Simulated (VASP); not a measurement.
Write the native input for VASP 6.6.1 that does the following.

```yaml
Task: single point
Functional: PBEsol
Potentials_or_basis: VASP PAW PBE potentials, release 64 (Si)
Cutoff: 520 eV
k_mesh: 9 × 9 × 1
Occupations: fermi-dirac, width 0.025 eV
Spin: no spin polarisation
Dipole_correction: yes
Further_INCAR_settings: ALGO = Normal; EDIFF = 1e-06; NBANDS = 31
```

The structure of Si lies in POSCAR:

```
Si
1.0
    3.8417168285      0.0000000000      0.0000000000
    0.0000000000      3.8417168285      0.0000000000
    0.0000000000      0.0000000000     27.2242680938
Si
10
Direct
    0.0000000000      0.5000000000      0.2754894998
    0.0000000000      0.0000000000      0.3253807221
    0.5000000000      0.0000000000      0.3752719443
    0.5000000000      0.5000000000      0.4251631666
    0.0000000000      0.5000000000      0.4750543889
    0.0000000000      0.0000000000      0.5249456111
    0.5000000000      0.0000000000      0.5748368334
    0.5000000000      0.5000000000      0.6247280557
    0.0000000000      0.5000000000      0.6746192779
    0.0000000000      0.0000000000      0.7245105002
```

These files were run (other wordings do the same):

INCAR

```
PREC     = Accurate       # precision mode
ENCUT    = 520            # plane-wave cutoff, eV
EDIFF    = 1E-6           # SCF threshold, eV
ISMEAR   = -1             # smearing method
SIGMA    = 0.025          # smearing width, eV
LREAL    = False          # projectors in reciprocal space
LASPH    = True           # aspherical terms in the spheres
NELM     = 100            # most SCF steps
ALGO     = Normal         # electronic algorithm
ISIF     = 2              # what is computed and relaxed
LWAVE    = False          # write WAVECAR
LCHARG   = False          # write CHGCAR
LDIPOL   = True         
IDIPOL   = 3            
DIPOL    = 0.5 0.5 0.500
GGA      = PS             # functional
NBANDS   = 31             # bands
```

KPOINTS

```
Automatic mesh
0
Gamma
  9 9 1
```

Potentials or basis: VASP PAW PBE potentials, release 64 (Si).

Command:

```bash
$ cat potpaw_PBE.64/Si/POTCAR > POTCAR
$ mpirun -np 1 vasp_std > vasp.out
```

Results of the run:

```yaml
Largest_force: 0.097 eV/Å
Band_gap_on_the_k_mesh: zero (bands 20 and 21 overlap by 0.90 eV)
```

Caveat: the PAW data sets were made with another functional, which shifts forces and pressure a little.

It took 7.6 min on 1 thread of AMD EPYC 7R43 64-Core Processor (Zen 3), on a shared host, peak memory 0.5 GiB.
